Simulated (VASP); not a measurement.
A run of VASP 6.6.1 is set up as follows.

Contents of INCAR:

```
AGGAC = 1.0
AGGAX = 1.0
ALDAC = 0.0
ALDAX = 1.0
ALGO = Normal
EDIFF = 1E-6
ENCUT = 1340
GGA = B5
GGA_COMPAT = False
ISIF = 2
ISMEAR = -1
LASPH = True
LCHARG = False
LREAL = False
LWAVE = False
NBANDS = 57
NELM = 120
PREC = Accurate
SIGMA = 0.05
```

The input KPOINTS:

```
k-points
0
Gamma
  3 5 3
```

File POSCAR:

```
HPbNO4
1.0
    6.9197567744      0.0000000000      0.0027941041
    0.0000000000      4.3178482449      0.0000000000
   -3.4181986650      0.0000000000      7.3770338128
H Pb N O
2 2 2 8
Direct
    0.2259165198      0.7500000000      0.5025751887
    0.7740834802      0.2500000000      0.4974248113
    0.3041169295      0.2500000000      0.2853225462
    0.6958830705      0.7500000000      0.7146774538
    0.2153496424      0.7500000000      0.8374643310
    0.7846503576      0.2500000000      0.1625356690
    0.3314723032      0.7500000000      0.4509825261
    0.4085145674      0.7500000000      0.8697365127
    0.1564101995      0.7500000000      0.9666208635
    0.0718153937      0.7500000000      0.6731184121
    0.6685276968      0.2500000000      0.5490174739
    0.5914854326      0.2500000000      0.1302634873
    0.8435898005      0.2500000000      0.0333791365
    0.9281846063      0.2500000000      0.3268815879
```

Potentials or basis: VASP PAW PBE potentials, release 64 (H_h, Pb_d, N_h, O_h).

Launch:

```bash
$ cat potpaw_PBE.64/H_h/POTCAR potpaw_PBE.64/Pb_d/POTCAR potpaw_PBE.64/N_h/POTCAR potpaw_PBE.64/O_h/POTCAR > POTCAR
$ mpirun -np 1 vasp_std > vasp.out
```

(1) Estimate the pressure.

(2) Predict the band gap on the k mesh.

(3) Predict the largest force.

Results:

(1) 0.2 GPa.

(2) 3.17 eV (least direct gap 3.26 eV).

(3) 0.196 eV/Å.

Caveat: the PAW data sets were made with another functional, which shifts forces and pressure a little; spin-orbit coupling is left out, which moves the levels of the heavy elements.
